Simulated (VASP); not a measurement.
Input of a VASP 6.6.1 run:

INCAR

```
  ALGO = Normal
  EDIFF = 1E-6
  ENCUT = 520
  GGA = PE
  ISIF = 2
  ISMEAR = 0
  LASPH = True
  LCHARG = True
  LELF = True
  LREAL = False
  LVHAR = True
  LWAVE = False
  NBANDS = 26
  NELM = 80
  PREC = Accurate
  SIGMA = 0.1
```

Contents of KPOINTS:

```
k-points
0
Gamma
  6 6 2
```

File POSCAR:

```
Mg2CdO3
1.0
    3.1180994436      0.0000000026      0.0000000000
   -1.5590497241      2.7003533284      0.0000000000
    0.0000000000      0.0000000000      7.7862967866
Mg Cd O
2 1 3
Direct
    0.3333333333      0.6666666667      0.6562638362
    0.6666666667      0.3333333333      0.3437361638
    0.0000000000      0.0000000000      0.0000000000
    0.0000000000      0.0000000000      0.5000000000
    0.3333333333      0.6666666667      0.1949676237
    0.6666666667      0.3333333333      0.8050323763
```

Potentials or basis: VASP PAW PBE potentials, release 64 (Mg, Cd, O).

Command:

```sh
$ cat potpaw_PBE.64/Mg/POTCAR potpaw_PBE.64/Cd/POTCAR potpaw_PBE.64/O/POTCAR > POTCAR
$ mpirun -np 1 vasp_std > vasp.out
```

**Question.** Predict the band gap on the k mesh.

**Answer.** 1.93 eV (least direct gap 2.07 eV).

**Question.** Predict the largest force.

**Answer.** 0.115 eV/Å.

Stress tensor (GPa, compression positive):
```
0.09 0.00 0.00
0.00 0.09 0.00
0.00 0.00 0.31
```

A k mesh can miss the band edges.
